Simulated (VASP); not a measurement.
# GaP (lda) (F-43m) in VASP: further runs

The runs below take GaP (lda) through single point, with LDA.

Program: VASP 6.6.1. These are calculated values, not measurements. Logs are shortened: lines on timing, memory, paths and dates and some standing lists are left out, and cuts for length are marked.

## 1. The cell of the first run

The structure is cubic, space group F-43m (No. 216). The conventional cell has a = 5.451 Å, b = 5.451 Å, c = 5.451 Å, α = 90.00°, β = 90.00°, γ = 90.00°. Within 3.1 Å of Ga (site symmetry -43m) lie 4 P at 2.36 Å. P (site symmetry -43m) has 4 Ga at 2.36 Å within 3.1 Å.

## 2. Single point, LDA

INCAR reads:

```
  ALGO = Normal
  EDIFF = 1E-6
  ENCUT = 500
  GGA_COMPAT = False
  ISIF = 2
  ISMEAR = 0
  LASPH = True
  LCHARG = False
  LREAL = False
  LWAVE = False
  NBANDS = 16
  NELM = 120
  PREC = Accurate
  SIGMA = 0.1
```

KPOINTS reads:

```
k-points
0
Gamma
  6 6 6
```

POSCAR reads:

```
GaP
1.0
    0.0000000000      2.7255000000      2.7255000000
    2.7255000000      0.0000000000      2.7255000000
    2.7255000000      2.7255000000      0.0000000000
Ga P
1 1
Direct
    0.0000000000      0.0000000000      0.0000000000
    0.2500000000      0.2500000000      0.2500000000
```

Potentials or basis: VASP PAW LDA potentials, release 64 (Ga_d, P).

Launch:

```sh
cat potpaw_LDA.64/Ga_d/POTCAR potpaw_LDA.64/P/POTCAR > POTCAR
mpirun -np 1 vasp_std > vasp.out
```

OUTCAR:

```text
EDIFF = 1E-6
   ENCUT = 500
   ISIF = 2
   ISMEAR = 0
   LASPH = True
   LREAL = False
   NELM = 120
   PREC = Accurate

 ion  position               nearest neighbor table
   1  0.000  0.000  0.000-   2 2.36   2 2.36   2 2.36   2 2.36
   2  0.250  0.250  0.250-   1 2.36   1 2.36   1 2.36   1 2.36

  LATTYP: Found a face centered cubic cell.
 ALAT       =     5.4510000000

  Lattice vectors:

 A1 = (   0.0000000000,   2.7255000000,   2.7255000000)
 A2 = (   2.7255000000,   0.0000000000,   2.7255000000)
 A3 = (   2.7255000000,   2.7255000000,   0.0000000000)

Analysis of symmetry for initial positions (statically):
=====================================================================
 Subroutine PRICEL returns:
 Original cell was already a primitive cell.

 Routine SETGRP: Setting up the symmetry group for a
 face centered cubic supercell.

 Subroutine GETGRP returns: Found 24 space group operations
 (whereof 24 operations were pure point group operations)
 out of a pool of 48 trial point group operations.

The static configuration has the point symmetry T_d .

Analysis of symmetry for dynamics (positions and initial velocities):
=====================================================================
 Subroutine PRICEL returns:
 Original cell was already a primitive cell.

 Routine SETGRP: Setting up the symmetry group for a
 face centered cubic supercell.

 Subroutine GETGRP returns: Found 24 space group operations
 (whereof 24 operations were pure point group operations)
 out of a pool of 48 trial point group operations.

The dynamic configuration has the point symmetry T_d .

 Subroutine INISYM returns: Found 24 space group operations
 (whereof 24 operations are pure point group operations),
 and found     1 'primitive' translations

----------------------------------------------------------------------------------------

                                     Primitive cell

  volume of cell :      40.4919

  direct lattice vectors                    reciprocal lattice vectors
     0.000000000  2.725500000  2.725500000    -0.183452578  0.183452578  0.183452578
     2.725500000  0.000000000  2.725500000     0.183452578 -0.183452578  0.183452578
     2.725500000  2.725500000  0.000000000     0.183452578  0.183452578 -0.183452578

  length of vectors
     3.854439064  3.854439064  3.854439064     0.317749185  0.317749185  0.317749185

  position of ions in fractional coordinates (direct lattice)
     0.000000000  0.000000000  0.000000000
     0.250000000  0.250000000  0.250000000

  ion indices of the primitive-cell ions
   primitive index   ion index
                 1           1
                 2           2

----------------------------------------------------------------------------------------

 KPOINTS: k-points

Automatic generation of k-mesh.
 Grid dimensions read from file:
 generate k-points for:    6    6    6

 Generating k-lattice:

  Cartesian coordinates                     Fractional coordinates (reciprocal lattice)
    -0.030575430  0.030575430  0.030575430     0.166666667  0.000000000  0.000000000
     0.030575430 -0.030575430  0.030575430     0.000000000  0.166666667  0.000000000
     0.030575430  0.030575430 -0.030575430     0.000000000  0.000000000  0.166666667

  Length of vectors
     0.052958198  0.052958198  0.052958198

  Shift w.r.t. Gamma in fractional coordinates (k-lattice)
     0.000000000  0.000000000  0.000000000

 Subroutine IBZKPT returns following result:
 ===========================================

 Found     16 irreducible k-points:

 Following reciprocal coordinates:
            Coordinates               Weight
  0.000000  0.000000  0.000000      1.000000
  0.166667  0.000000  0.000000      8.000000
  0.333333  0.000000  0.000000      8.000000
  0.500000  0.000000  0.000000      4.000000
  0.166667  0.166667  0.000000      6.000000
  0.333333  0.166667  0.000000     24.000000
[... 8 lines left out ...]
 -0.333333  0.333333  0.166667     24.000000
 -0.333333  0.500000  0.166667     12.000000
   k-points           NKPTS =     16   k-points in BZ     NKDIM =     16   number of bands    NBANDS=     16
   number of dos      NEDOS =    301   number of ions     NIONS =      2
   total plane-waves  NPLWV =  21952
   dimension x,y,z NGX =    28 NGY =   28 NGZ =   28
   dimension x,y,z NGXF=    56 NGYF=   56 NGZF=   56
   ions per type =               1   1
   NGX,Y,Z   is equivalent  to a cutoff of  12.08, 12.08, 12.08 a.u.
   NGXF,Y,Z  is equivalent  to a cutoff of  24.15, 24.15, 24.15 a.u.
 SYSTEM =  unknown system
   PREC   = accura    normal or accurate (medium, high low for compatibility)
   ISTART =      0    job   : 0-new  1-cont  2-samecut
   ICHARG =      2    charge: 1-file 2-atom 10-const
   ISPIN  =      1    spin polarized calculation?
   LNONCOLLINEAR =      F non collinear calculations
   LSORBIT =      F    spin-orbit coupling
   LASPH  =      T    aspherical Exc in radial PAW
   ENCUT  =  500.0 eV  36.75 Ry    6.06 a.u.   7.03  7.03  7.03*2*pi/ulx,y,z
   NELM   =    120;   NELMIN=  2; NELMDL= -5     # of ELM steps
   EDIFF  = 0.1E-05   stopping-criterion for ELM
   LREAL  =      F    real-space projection
   EDIFFG = 0.1E-04   stopping-criterion for IOM
   NSW    =      0    number of steps for IOM
   IBRION =     -1    ionic relax: 0-MD 1-quasi-New 2-CG
   NFREE  =      0    steps in history (QN), initial steepest desc. (CG)
   ISIF   =      2    stress and relaxation
   ISYM   =      2    0-nonsym 1-usesym 2-fastsym
   POTIM  = 0.5000    time-step for ionic-motion
   TEBEG  =    0.0;   TEEND  =   0.0 temperature during run
   PSTRESS=    0.0 pullay stress
   NELECT =      18.0000    total number of electrons
   NUPDOWN=      -1.0000    fix difference up-down
   EMIN   =  10.00;   EMAX   =-10.00  energy-range for DOS
   EFERMI =   0.00;   METHOD = LEGACY
   ISMEAR =     0;   SIGMA  =   0.10  broadening in eV -4-tet -1-fermi 0-gaus
   EFERMI_NEDOS =   21; number of points for ismear=-14 and -15
   IALGO  =     38    algorithm
   IMIX   =      4    mixing-type and parameters
     AMIX     =   0.40;   BMIX     =  1.00
     AMIX_MAG =   1.60;   BMIX_MAG =  1.00
  volume/ion in A,a.u.               =      20.25       136.63
  Fermi-wavevector in a.u.,A,eV,Ry     =   1.249423  2.361067 21.239480  1.561058
  Thomas-Fermi vector in A             =   2.383464
   LORBIT       =      0    0 simple, 1 ext, 2 COOP (PROOUT), +10 PAW based schemes
   GGA     = CA    functional components
   LHFCALC =     F    Hartree Fock is set to
   AEXX    =    0.0000 exact exchange contribution
   IVDW    =     0    specifies the selected vdW correction
   LEPSILON=     F    determine dielectric tensor
   LRPA    =     F    only Hartree local field effects (RPA)
 non-spin polarized calculation
 Gauss-broadening in eV      SIGMA  =   0.10
  energy-cutoff  :      500.00
  volume of cell :       40.49
 maximum number of plane-waves:      1056
   NGX = 13   NGY = 13   NGZ = 13

 number of electron      18.0000016 magnetization

 Free energy of the ion-electron system (eV)
  ---------------------------------------------------
  ext. energy  EPLUGINS =         0.00000000
  ---------------------------------------------------
  free energy    TOTEN  =       -10.42462681 eV

  energy without entropy =      -10.42462681  energy(sigma->0) =      -10.42462681

 E-fermi :   4.9572     XC(G=0): -10.1612

 val. band max:        4.5092699112   @ k =   0.0000   0.0000   0.0000
 cond. band min:       6.0002300479   @ k =   0.5000   0.5000   0.0000
 fundamental gap:      1.4909601366
 Fermi energy:         4.9571550872

 k-point     1 :       0.0000    0.0000    0.0000
  band No.  band energies     occupation
      1     -10.2033      2.00000
      2     -10.2033      2.00000
      3     -10.2033      2.00000
      4     -10.1055      2.00000
      5     -10.1055      2.00000
      6      -7.9999      2.00000
[... 8 lines left out ...]
     15      14.3025      0.00000
     16      14.3025      0.00000

 k-point     2 :       0.1667    0.0000    0.0000
  band No.  band energies     occupation
      1     -10.2239      2.00000
      2     -10.1956      2.00000
      3     -10.1956      2.00000
      4     -10.1054      2.00000
      5     -10.1054      2.00000
      6      -7.6440      2.00000
[... 8 lines left out ...]
     15      13.4325      0.00000
     16      14.2841      0.00000

 k-point     3 :       0.3333    0.0000    0.0000
  band No.  band energies     occupation
      1     -10.2612      2.00000
      2     -10.1832      2.00000
      3     -10.1832      2.00000
      4     -10.1020      2.00000
      5     -10.1020      2.00000
      6      -6.6915      2.00000
[... 8 lines left out ...]
     15      14.0991      0.00000
     16      14.0991      0.00000

 k-point     4 :       0.5000    0.0000    0.0000
  band No.  band energies     occupation
      1     -10.2784      2.00000
      2     -10.1790      2.00000
      3     -10.1790      2.00000
      4     -10.0982      2.00000
      5     -10.0982      2.00000
      6      -5.9155      2.00000
[... 8 lines left out ...]
     15      16.1681      0.00000
     16      16.1681      0.00000
[... 172 lines left out ...]
 k-point    14 :       0.5000    0.3333    0.1667
  band No.  band energies     occupation
      1     -10.2834      2.00000
      2     -10.1698      2.00000
      3     -10.1585      2.00000
      4     -10.1195      2.00000
      5     -10.0948      2.00000
      6      -5.9069      2.00000
[... 8 lines left out ...]
     15      16.1836      0.00000
     16      17.6841      0.00000

 k-point    15 :      -0.3333    0.3333    0.1667
  band No.  band energies     occupation
      1     -10.2889      2.00000
      2     -10.1700      2.00000
      3     -10.1519      2.00000
      4     -10.1163      2.00000
      5     -10.0979      2.00000
      6      -5.2390      2.00000
[... 8 lines left out ...]
     15      16.8598      0.00000
     16      17.1775      0.00000

 k-point    16 :      -0.3333    0.5000    0.1667
  band No.  band energies     occupation
      1     -10.2998      2.00000
      2     -10.1587      2.00000
      3     -10.1441      2.00000
      4     -10.1260      2.00000
      5     -10.0925      2.00000
      6      -4.9251      2.00000
[... 8 lines left out ...]
     15      16.3631      0.00000
     16      18.0533      0.00000

------------------------ aborting loop because EDIFF is reached ----------------------------------------

  FORCE on cell =-STRESS in cart. coord.  units (eV):
  Direction    XX          YY          ZZ          XY          YZ          ZX
  --------------------------------------------------------------------------------------
  -------------------------------------------------------------------------------------
  Total       -0.6782346     -0.6782346     -0.6782346     -0.0000000      0.0000000     -0.0000000
  in kB      -26.8362572    -26.8362572    -26.8362572     -0.0000000      0.0000000     -0.0000000
  external PRESSURE =     -26.8362572 kB  Pullay stress =       0.0000000 kB

 VOLUME and BASIS-vectors are now :
 -----------------------------------------------------------------------------
  energy-cutoff  :      500.00
  volume of cell :       40.49
      direct lattice vectors                 reciprocal lattice vectors
     0.000000000  2.725500000  2.725500000    -0.183452578  0.183452578  0.183452578
     2.725500000  0.000000000  2.725500000     0.183452578 -0.183452578  0.183452578
     2.725500000  2.725500000  0.000000000     0.183452578  0.183452578 -0.183452578

 POSITION                                       TOTAL-FORCE (eV/Angst)
 -----------------------------------------------------------------------------------
      0.00000      0.00000      0.00000        -0.000000     -0.000000     -0.000000
      1.36275      1.36275      1.36275         0.000000      0.000000      0.000000
 -----------------------------------------------------------------------------------
    total drift:                                0.000001      0.000001      0.000000

  FREE ENERGIE OF THE ION-ELECTRON SYSTEM (eV)
  ---------------------------------------------------
  free  energy   TOTEN  =       -10.4246268122 eV

  energy  without entropy=      -10.4246268122  energy(sigma->0) =      -10.42462681
```

Wall time 13 s (1 thread of AMD EPYC 7R43 (Zen 3), shared host); peak memory 0.1 GiB.

What came out:

```
Free energy            : -10.4246 eV
Pressure               : -2.7 GPa
Band gap on the k mesh : 1.49 eV, indirect (least direct gap 1.63 eV)
```

A k mesh can miss the band edges.

[end of part 1 of 2]
